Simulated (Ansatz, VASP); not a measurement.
# MnAs: VASP beside Ansatz

```
Mn As
1.0
     0.00000    2.77709    2.77709
     2.77709    0.00000    2.77709
     2.77709    2.77709    0.00000
Mn As
1 1
Direct
  0.00000 0.00000 0.00000
  0.25000 0.25000 0.25000
```

Alike in both runs: task single point; functional PBE; k mesh 12 × 12 × 12; occupations gaussian, width 0.05 eV; collinear spin.

```csv
,VASP,Ansatz
version,VASP 6.6.1,Ansatz 0.2.0
potentials or method,"VASP PAW PBE potentials, release 64 (Mn_pv, As), cutoff 520 eV","scalar-relativistic, plane waves, PAW"
valence electrons in the cell,18,30
```

VASP gave:

```
gap on the k mesh at the Fermi level (eV)                     : none
pressure (GPa)                                                : 2.7
net moment per atom (μB)                                      : 1.74
size of the moment on the site where the two differ most (μB) : 3.45
```

Question: Estimate Ansatz's values.

Answer: gap on the k mesh at the Fermi level (eV): none; pressure (GPa): 2.6; net moment per atom (μB): 1.75; size of the moment on the site where the two differ most (μB): 3.31.

Site moments also hang on the region over which each program counts them. A gap of «none» marks a metal or a gap that the smearing closes. With one functional, cell and mesh, what is left measures potentials, basis and numerics. VASP's potentials hold 18 valence electrons a cell and Ansatz's 30, so a difference there can come from the potentials and not from the codes.
